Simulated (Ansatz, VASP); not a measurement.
Two plane-wave programs on Re

The input INCAR:

```
  ALGO = Normal
  EDIFF = 1E-7
  ENCUT = 520
  GGA = PE
  ISIF = 2
  ISMEAR = 0
  LASPH = T
  LCHARG = T
  LELF = T
  LREAL = F
  LVHAR = T
  LWAVE = F
  NBANDS = 14
  NELM = 100
  PREC = Accurate
  SIGMA = 0.15
```

Contents of KPOINTS:

```
k-points
0
Gamma
  18 18 10
```

Contents of POSCAR:

```
Re
1.0
    2.8117293136      0.0000000000      0.0000000000
   -1.4058646568      2.4350290142      0.0000000000
    0.0000000000      0.0000000000      4.4842238099
Re
2
Direct
    0.3333333333      0.6666666667      0.2283240079
    0.6666666667      0.3333333333      0.7716759921
```

Input for Ansatz:

```yaml
crystal:
  lattice:
    - [2.8117293136, 0.0, 0.0]
    - [-1.4058646568, 2.4350290142, 0.0]
    - [0.0, 0.0, 4.4842238099]
  atoms:
    - { symbol: Re, position: [0.3333333333, 0.6666666667, 0.2283240079] }
    - { symbol: Re, position: [0.6666666667, 0.3333333333, 0.7716759921] }
basis:
  ecutwfc: 420
kpoints:
  mp_grid: { grid: [18, 18, 10] }
hamiltonian:
  xc: pbe
scf:
  occupations: { method: gaussian, width: 0.15 }
output:
  forces: true
  stress: true
  eigenvalues: true
```

Change from the starting cell: mode 4 frozen in at -0.097 Å, equal normal strain along x and y +0.0133.

Alike in both runs: task single point; functional PBE; k mesh 18 × 18 × 10; occupations gaussian, width 0.15 eV; no spin polarisation.

|  | VASP | Ansatz |
| --- | --- | --- |
| version | VASP 6.6.1 | Ansatz 0.2.0 |
| potentials or method | VASP PAW PBE potentials, release 64 (Re), cutoff 520 eV | scalar-relativistic, plane waves, PAW |
| valence electrons in the cell | 14 | 30 |

```tsv
	VASP	Ansatz	Ansatz less VASP
gap on the k mesh at the Fermi level (eV)	none	none	-
pressure (GPa)	-4.1	-3.5	+0.65
traceless stress, the component that is largest in VASP (GPa)	6.38	6.64	+0.257
rms of the force components (eV/Å)	0.807	0.860	+0.0521
```

Atom by atom the forces differ by 0.052 eV/Å (rms over components). A gap of «none» marks a metal or a gap that the smearing closes. With one functional, cell and mesh, what is left measures potentials, basis and numerics. VASP's potentials hold 14 valence electrons a cell and Ansatz's 30, so a difference there can come from the potentials and not from the codes.

Spin-orbit coupling is off throughout.
